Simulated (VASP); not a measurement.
# SiC (Cmc2_1) in VASP: notebook, part 2 of 3

VASP 6.6.1.

## 4. Electric field gradients, PBE

This run uses another cell than the first one, of 10.35 Å³/atom.

Contents of INCAR:

```
  PREC = Accurate
  ENCUT = 520
  EDIFF = 1E-8
  ISMEAR = -1
  SIGMA = 0.02
  LREAL = F
  LASPH = T
  NELM = 100
  ALGO = Normal
  ISIF = 2
  LWAVE = F
  LCHARG = F
  GGA = PE
  LEFG = T
  NBANDS = 36
```

Contents of KPOINTS:

```
regular mesh
0
Gamma
  16 16 3
```

Contents of POSCAR:

```
SiC
1.0
    1.5389000000     -2.6675000000      0.0000000000
    1.5389000000      2.6675000000      0.0000000000
    0.0000000000      0.0000000000     15.1219000000
Si C
6 6
Direct
    0.1673000000      0.8327000000      0.8580000000
    0.8327000000      0.1673000000      0.3580000000
    0.5007000000      0.4993000000      0.5241000000
    0.4993000000      0.5007000000      0.0241000000
    0.8357000000      0.1643000000      0.6912400000
    0.1643000000      0.8357000000      0.1912400000
    0.4960000000      0.5040000000      0.6503000000
    0.5040000000      0.4960000000      0.1503000000
    0.1600000000      0.8400000000      0.9817000000
    0.8400000000      0.1600000000      0.4817000000
    0.8290000000      0.1710000000      0.8168000000
    0.1710000000      0.8290000000      0.3168000000
```

Potentials or basis: VASP PAW PBE potentials, release 64 (Si, C).

The run is started by

```
cat potpaw_PBE.64/Si/POTCAR potpaw_PBE.64/C/POTCAR > POTCAR
mpirun -np 1 vasp_std > vasp.out
```

OUTCAR:

```text
PREC = Accurate
   ENCUT = 520
   EDIFF = 1E-8
   ISMEAR = -1
   LREAL = F
   LASPH = T
   NELM = 100
   ISIF = 2
   GGA = PE

 ion  position               nearest neighbor table
   1  0.167  0.833  0.858-  11 1.87  11 1.87   9 1.87  11 1.91   4 3.07   4 3.08   4 3.08   5 3.08
                             5 3.09   5 3.09
   2  0.833  0.167  0.358-  12 1.87  12 1.87  10 1.87  12 1.91   3 3.07   3 3.08   3 3.08   6 3.08
                             6 3.09   6 3.09
   3  0.501  0.499  0.524-  10 1.87  10 1.87   7 1.91  10 1.92   2 3.07   2 3.08   2 3.08   5 3.09
                             5 3.09   5 3.10
   4  0.499  0.501  0.024-   9 1.87   9 1.87   8 1.91   9 1.92   1 3.07   1 3.08   1 3.08   6 3.09
                             6 3.09   6 3.10
   5  0.836  0.164  0.691-   7 1.87   7 1.87  11 1.90   7 1.92   1 3.08   3 3.09   3 3.09   1 3.09
                             1 3.09   3 3.10
   6  0.164  0.836  0.191-   8 1.87   8 1.87  12 1.90   8 1.92   2 3.08   4 3.09   4 3.09   2 3.09
                             2 3.09   4 3.10
   7  0.496  0.504  0.650-   5 1.87   5 1.87   3 1.91   5 1.92
   8  0.504  0.496  0.150-   6 1.87   6 1.87   4 1.91   6 1.92
   9  0.160  0.840  0.982-   1 1.87   4 1.87   4 1.87   4 1.92
  10  0.840  0.160  0.482-   2 1.87   3 1.87   3 1.87   3 1.92
  11  0.829  0.171  0.817-   1 1.87   1 1.87   5 1.90   1 1.91
  12  0.171  0.829  0.317-   2 1.87   2 1.87   6 1.90   2 1.91

  LATTYP: Found a base centered orthorhombic cell.
 ALAT       =     3.0778000000
 B/A-ratio  =     1.7333809864
 C/A-ratio  =     4.9132172331

  Lattice vectors:

 A1 = (   1.5389000000,  -2.6675000000,   0.0000000000)
 A2 = (   1.5389000000,   2.6675000000,   0.0000000000)
 A3 = (   0.0000000000,   0.0000000000,  15.1219000000)

Analysis of symmetry for initial positions (statically):
=====================================================================
 Subroutine PRICEL returns:
 Original cell was already a primitive cell.

 Routine SETGRP: Setting up the symmetry group for a
 base centered orthorhombic supercell.

 Subroutine GETGRP returns: Found  4 space group operations
 (whereof  2 operations were pure point group operations)
 out of a pool of  8 trial point group operations.

The static configuration has the point symmetry C_1h.
 The point group associated with its full space group is C_2v.

Analysis of symmetry for dynamics (positions and initial velocities):
=====================================================================
 Subroutine PRICEL returns:
 Original cell was already a primitive cell.

 Routine SETGRP: Setting up the symmetry group for a
 base centered orthorhombic supercell.

 Subroutine GETGRP returns: Found  4 space group operations
 (whereof  2 operations were pure point group operations)
 out of a pool of  8 trial point group operations.

The dynamic configuration has the point symmetry C_1h.
 The point group associated with its full space group is C_2v.

 Subroutine INISYM returns: Found  4 space group operations
 (whereof  2 operations are pure point group operations),
 and found     1 'primitive' translations

----------------------------------------------------------------------------------------

                                     Primitive cell

[... 170 lines left out ...]
      5      -5.2066      2.00000
      6      -3.7466      2.00000
[... 925 lines left out ...]
     35      15.5128      0.00000
     36      15.5389      0.00000

 [... further k-points ...]

------------------------ aborting loop because EDIFF is reached ----------------------------------------

  FORCE on cell =-STRESS in cart. coord.  units (eV):
  Direction    XX          YY          ZZ          XY          YZ          ZX
  --------------------------------------------------------------------------------------
  -------------------------------------------------------------------------------------
  Total        4.2448483      1.2496982      2.2077135      0.0000000      0.0000000      0.0000000
  in kB       54.7799429     16.1274074     28.4906332      0.0000000      0.0000000      0.0000000
  external PRESSURE =      33.1326612 kB  Pullay stress =       0.0000000 kB

 VOLUME and BASIS-vectors are now :
 -----------------------------------------------------------------------------
  energy-cutoff  :      520.00
  volume of cell :      124.15
      direct lattice vectors                 reciprocal lattice vectors
     1.538900000 -2.667500000  0.000000000     0.324907401 -0.187441425  0.000000000
     1.538900000  2.667500000  0.000000000     0.324907401  0.187441425  0.000000000
     0.000000000  0.000000000 15.121900000     0.000000000  0.000000000  0.066129256

 POSITION                                       TOTAL-FORCE (eV/Angst)
 -----------------------------------------------------------------------------------
      1.53890      1.77495     12.97459         0.000000      0.511406     -0.222687
      1.53890     -1.77495      5.41364         0.000000     -0.511406     -0.222687
      1.53890     -0.00373      7.92539         0.000000     -0.446748      0.106714
      1.53890      0.00373      0.36444         0.000000      0.446748      0.106714
      1.53890     -1.79096     10.45286         0.000000      0.652103      0.218362
      1.53890      1.79096      2.89191         0.000000     -0.652103      0.218362
      1.53890      0.02134      9.83377         0.000000     -0.611868     -0.297040
      1.53890     -0.02134      2.27282         0.000000      0.611868     -0.297040
      1.53890      1.81390     14.84517         0.000000     -0.597597      0.412676
      1.53890     -1.81390      7.28422         0.000000      0.597597      0.412676
      1.53890     -1.75522     12.35157         0.000000     -0.522456     -0.218025
      1.53890      1.75522      4.79062         0.000000      0.522456     -0.218025
 -----------------------------------------------------------------------------------
    total drift:                               -0.000000      0.000000      0.000064

  FREE ENERGIE OF THE ION-ELECTRON SYSTEM (eV)
  ---------------------------------------------------
  free  energy   TOTEN  =       -90.2877412198 eV

  energy  without entropy=      -90.2877412198  energy(sigma->0) =      -90.28774122

 Electric field gradients (V/A^2)
---------------------------------------------------------------------
 ion       V_xx      V_yy      V_zz      V_xy      V_xz      V_yz
---------------------------------------------------------------------
   1      -5.823     5.665     0.158     0.000    -0.000    -4.319
   2      -5.823     5.665     0.158    -0.000    -0.000     4.319
   3      -7.173     6.191     0.982     0.000    -0.000     3.019
   4      -7.173     6.191     0.982    -0.000    -0.000    -3.019
   5      -9.857     5.593     4.264     0.000    -0.000    -5.280
   6      -9.857     5.593     4.264     0.000    -0.000     5.280
   7      -2.151    -1.034     3.185     0.000     0.000    -0.303
   8      -2.151    -1.034     3.185    -0.000     0.000     0.303
   9      -0.576     1.261    -0.685     0.000     0.000    -0.770
  10      -0.576     1.261    -0.685     0.000     0.000     0.770
  11      -0.825    -0.017     0.841    -0.000     0.000    -0.100
  12      -0.825    -0.017     0.841     0.000     0.000     0.100
---------------------------------------------------------------------

 Electric field gradients after diagonalization (V/A^2)
 (convention: |V_zz| > |V_xx| > |V_yy|)
----------------------------------------------------------------------
 ion       V_xx      V_yy      V_zz     asymmetry (V_yy - V_xx)/ V_zz
----------------------------------------------------------------------
   1      -5.823    -2.211     8.034       0.450
   2      -5.823    -2.211     8.034       0.450
   3      -7.173    -0.401     7.574       0.894
   4      -7.173    -0.401     7.574       0.894
   5      -9.857    -0.394    10.251       0.923
   6      -9.857    -0.394    10.251       0.923
   7      -2.151    -1.056     3.207       0.341
   8      -2.151    -1.056     3.207       0.341
   9      -0.953    -0.576     1.529       0.247
  10      -0.953    -0.576     1.529       0.247
  11      -0.825    -0.029     0.853       0.933
  12      -0.825    -0.029     0.853       0.933
----------------------------------------------------------------------

           NMR quadrupolar parameters

 Cq : quadrupolar parameter    Cq=e*Q*V_zz/h
 eta: asymmetry parameters     (V_yy - V_xx)/ V_zz
 Q  : nuclear electric quadrupole moment in mb (millibarn)
----------------------------------------------------------------------
 ion       Cq(MHz)       eta       Q (mb)
----------------------------------------------------------------------
   1       0.019       0.450       1.000
   2       0.019       0.450       1.000
   3       0.018       0.894       1.000
   4       0.018       0.894       1.000
   5       0.025       0.923       1.000
   6       0.025       0.923       1.000
   7       0.008       0.341       1.000
   8       0.008       0.341       1.000
   9       0.004       0.247       1.000
  10       0.004       0.247       1.000
  11       0.002       0.933       1.000
  12       0.002       0.933       1.000
----------------------------------------------------------------------
```

Run time: 9.5 min. Hardware: 1 thread of Intel Xeon Platinum 8488C (Sapphire Rapids), shared host; peak memory 0.55 GiB.

What came out:

```yaml
Free_energy: -90.2877 eV
Pressure: 3.3 GPa
Largest_force: 0.726 eV/Å
Band_gap_on_the_k_mesh: 1.88 eV (least direct gap 3.12 eV)
Largest_electric_field_gradient_by_atom: Si +8.0, +7.6, +10.3 (each value once); C +3.2, +1.5, +0.9 (each value once) V/Å²
```

Forces on the atoms (eV/Å):
```
Si   0.000  0.511 -0.223
Si   0.000 -0.511 -0.223
Si   0.000 -0.447  0.107
Si   0.000  0.447  0.107
Si   0.000  0.652  0.218
Si   0.000 -0.652  0.218
C    0.000 -0.612 -0.297
C    0.000  0.612 -0.297
C    0.000 -0.598  0.413
C    0.000  0.598  0.413
C    0.000 -0.522 -0.218
C    0.000  0.522 -0.218
```

Electric field gradients, principal values (V/Å²):
| atom | least | middle | greatest (by size) |
| --- | --- | --- | --- |
| 1 Si | -2.211 | -5.823 | 8.034 |
| 2 Si | -2.211 | -5.823 | 8.034 |
| 3 Si | -0.401 | -7.173 | 7.574 |
| 4 Si | -0.401 | -7.173 | 7.574 |
| 5 Si | -0.394 | -9.857 | 10.251 |
| 6 Si | -0.394 | -9.857 | 10.251 |
| 7 C | -1.056 | -2.151 | 3.207 |
| 8 C | -1.056 | -2.151 | 3.207 |
| 9 C | -0.576 | -0.953 | 1.529 |
| 10 C | -0.576 | -0.953 | 1.529 |
| 11 C | -0.029 | -0.825 | 0.853 |
| 12 C | -0.029 | -0.825 | 0.853 |

Caveat: the cell stands under pressure; without QUAD_EFG the Cq values of the log hold for a quadrupole moment of 1 mb, not for the nuclei; an odd mesh through Γ misses points on the zone boundary, where band edges can lie. A hybrid or GW would open this gap; PBE tends to underestimate it.

## 5. Electric field gradients, PBE (10.04 Å³/atom)

Contents of INCAR:

```
PREC = Accurate ; ENCUT = 520
EDIFF = 1E-8 ; ISMEAR = -1
SIGMA = 0.02 ; LREAL = F
LASPH = T ; NELM = 100
ALGO = Normal ; ISIF = 2
LWAVE = F ; LCHARG = F
GGA = PE ; LEFG = T
NBANDS = 36
```

Contents of KPOINTS:

```
regular mesh
0
Gamma
  10 10 2
```

Contents of POSCAR:

```
SiC
1.0
    1.5233544927     -2.6405537132      0.0000000000
    1.5233544927      2.6405537132      0.0000000000
    0.0000000000      0.0000000000     14.9691430914
Si C
6 6
Direct
    0.1666620609      0.8333379391      0.8577214520
    0.8333379391      0.1666620609      0.3577214520
    0.5001149274      0.4998850726      0.5245066742
    0.4998850726      0.5001149274      0.0245066742
    0.8334420063      0.1665579937      0.6912249934
    0.1665579937      0.8334420063      0.1912249934
    0.5001800044      0.4998199956      0.6498136388
    0.4998199956      0.5001800044      0.1498136388
    0.1666200921      0.8333799079      0.9826819951
    0.8333799079      0.1666200921      0.4826819951
    0.8333969726      0.1666030274      0.8161912464
    0.1666030274      0.8333969726      0.3161912464
```

Potentials or basis: VASP PAW PBE potentials, release 64 (Si, C).

The run is started by

```
cat potpaw_PBE.64/Si/POTCAR potpaw_PBE.64/C/POTCAR > POTCAR
mpirun -np 1 vasp_std > vasp.out
```

OUTCAR:

```text
PREC = Accurate
   ENCUT = 520
   EDIFF = 1E-8
   ISMEAR = -1
   LREAL = F
   LASPH = T
   NELM = 100
   ISIF = 2
   GGA = PE

 ion  position               nearest neighbor table
   1  0.167  0.833  0.858-  11 1.87  11 1.87  11 1.87   9 1.87   5 3.05   5 3.05   5 3.05   4 3.05
                             4 3.05   4 3.05
   2  0.833  0.167  0.358-  12 1.87  12 1.87  12 1.87  10 1.87   6 3.05   6 3.05   6 3.05   3 3.05
                             3 3.05   3 3.05
   3  0.500  0.500  0.525-  10 1.87  10 1.87  10 1.87   7 1.88   5 3.05   5 3.05   5 3.05   2 3.05
                             2 3.05   2 3.05
   4  0.500  0.500  0.025-   9 1.87   9 1.87   9 1.87   8 1.88   6 3.05   6 3.05   6 3.05   1 3.05
                             1 3.05   1 3.05
   5  0.833  0.167  0.691-   7 1.87   7 1.87   7 1.87  11 1.87   1 3.05   1 3.05   1 3.05   3 3.05
                             3 3.05   3 3.05
   6  0.167  0.833  0.191-   8 1.87   8 1.87   8 1.87  12 1.87   2 3.05   2 3.05   2 3.05   4 3.05
                             4 3.05   4 3.05
   7  0.500  0.500  0.650-   5 1.87   5 1.87   5 1.87   3 1.88
   8  0.500  0.500  0.150-   6 1.87   6 1.87   6 1.87   4 1.88
[... 1223 lines left out ...]
   3       0.221     0.166    -0.386       0.143
   4       0.221     0.166    -0.386       0.143
   5      -1.362    -1.323     2.685       0.015
   6      -1.362    -1.323     2.685       0.015
   7      -1.234    -1.101     2.335       0.057
   8      -1.234    -1.101     2.335       0.057
   9      -0.400    -0.270     0.670       0.193
  10      -0.400    -0.270     0.670       0.193
  11      -0.240    -0.111     0.351       0.367
  12      -0.240    -0.111     0.351       0.367
----------------------------------------------------------------------

           NMR quadrupolar parameters

 Cq : quadrupolar parameter    Cq=e*Q*V_zz/h
 eta: asymmetry parameters     (V_yy - V_xx)/ V_zz
 Q  : nuclear electric quadrupole moment in mb (millibarn)
----------------------------------------------------------------------
 ion       Cq(MHz)       eta       Q (mb)
----------------------------------------------------------------------
   1       0.005       0.019       1.000
   2       0.005       0.019       1.000
   3      -0.001       0.143       1.000
   4      -0.001       0.143       1.000
   5       0.006       0.015       1.000
   6       0.006       0.015       1.000
   7       0.006       0.057       1.000
   8       0.006       0.057       1.000
   9       0.002       0.193       1.000
  10       0.002       0.193       1.000
  11       0.001       0.367       1.000
  12       0.001       0.367       1.000
----------------------------------------------------------------------
```

stdout:

```text
POSCAR found type information on POSCAR SiC
 POSCAR found :  2 types and      12 ions
 scaLAPACK will be used
 LDA part: xc-table for (Slater+PW92), standard interpolation
 POSCAR, INCAR and KPOINTS ok, starting setup
 FFT: planning ... GRIDC
 FFT: planning ... GRID_SOFT
 FFT: planning ... GRID
 WAVECAR not read
 entering main loop
ion   1

ion   2

ion   3

ion   4

ion   5

ion   6

ion   7

ion   8

ion   9

ion  10

ion  11

ion  12
```

Wall time 6.9 min (1 thread of Intel Xeon Platinum 8488C (Sapphire Rapids), shared host); peak memory 0.35 GiB.

What came out:

```
Free energy                             : -90.1983 eV
Pressure                                : 10.4 GPa
Largest force                           : 0.008 eV/Å
Band gap on the k mesh                  : 2.01 eV (least direct gap 3.12 eV)
Largest electric field gradient by atom : Si +2.2, -0.4, +2.7 (each value once); C +2.3, +0.7, +0.4 (each value once) V/Å²
```

Forces on the atoms (eV/Å):
```
Si   0.000  0.001  0.001
Si   0.000 -0.001  0.001
Si   0.000 -0.001  0.008
Si   0.000  0.001  0.008
Si   0.000  0.001  0.000
Si   0.000 -0.001  0.000
C    0.000 -0.001 -0.006
C    0.000  0.001 -0.006
C    0.000  0.000 -0.002
C    0.000  0.000 -0.002
C    0.000 -0.001 -0.002
C    0.000  0.001 -0.002
```

Electric field gradients, principal values (V/Å²):
| atom | least | middle | greatest (by size) |
| --- | --- | --- | --- |
| 1 Si | -1.088 | -1.130 | 2.218 |
| 2 Si | -1.088 | -1.130 | 2.218 |
| 3 Si | 0.166 | 0.221 | -0.386 |
| 4 Si | 0.166 | 0.221 | -0.386 |
| 5 Si | -1.323 | -1.362 | 2.685 |
| 6 Si | -1.323 | -1.362 | 2.685 |
| 7 C | -1.101 | -1.234 | 2.335 |
| 8 C | -1.101 | -1.234 | 2.335 |
| 9 C | -0.270 | -0.400 | 0.670 |
| 10 C | -0.270 | -0.400 | 0.670 |
| 11 C | -0.111 | -0.240 | 0.351 |
| 12 C | -0.111 | -0.240 | 0.351 |

Caveat: the cell stands under pressure; without QUAD_EFG the Cq values of the log hold for a quadrupole moment of 1 mb, not for the nuclei.

[end of part 2 of 3]
